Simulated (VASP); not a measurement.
Input of a VASP 6.6.1 run:

INCAR

```
SYSTEM = Al
PREC = Accurate
ENCUT = 500
EDIFF = 1E-6
ISMEAR = -1
SIGMA = 0.0816
LREAL = .FALSE.
LASPH = .TRUE.
NELM = 120
ALGO = Normal
ISIF = 2
LWAVE = .FALSE.
LCHARG = .FALSE.
NBANDS = 14
GGA_COMPAT = .FALSE.
```

The input KPOINTS:

```
regular mesh
0
G
  6 6 6
  0 0 0
```

File POSCAR:

```
Al
1.0
    4.0399333388      0.0000000000      0.0000000000
    0.0000000000      4.0399333388      0.0000000000
    0.0000000000      0.0000000000      4.0399333388
Al
4
Direct
    0.0000000000      0.0000000000      0.0000000000
    0.5000000000      0.5000000000      0.0000000000
    0.5000000000      0.0000000000      0.5000000000
    0.0000000000      0.5000000000      0.5000000000
```

Potentials or basis: VASP PAW LDA potentials, release 64 (Al).

Run with:

```console
$ cat potpaw_LDA.64/Al/POTCAR > POTCAR
$ mpirun -np 1 vasp_std > vasp.out
```

**Question.** What does it give for the band gap on the k mesh?

**Answer.** Zero (band 6 reaches 9.05 eV, above the bottom of band 7 at 3.41 eV).

**Question.** Predict the pressure.

**Answer.** -2.9 GPa.
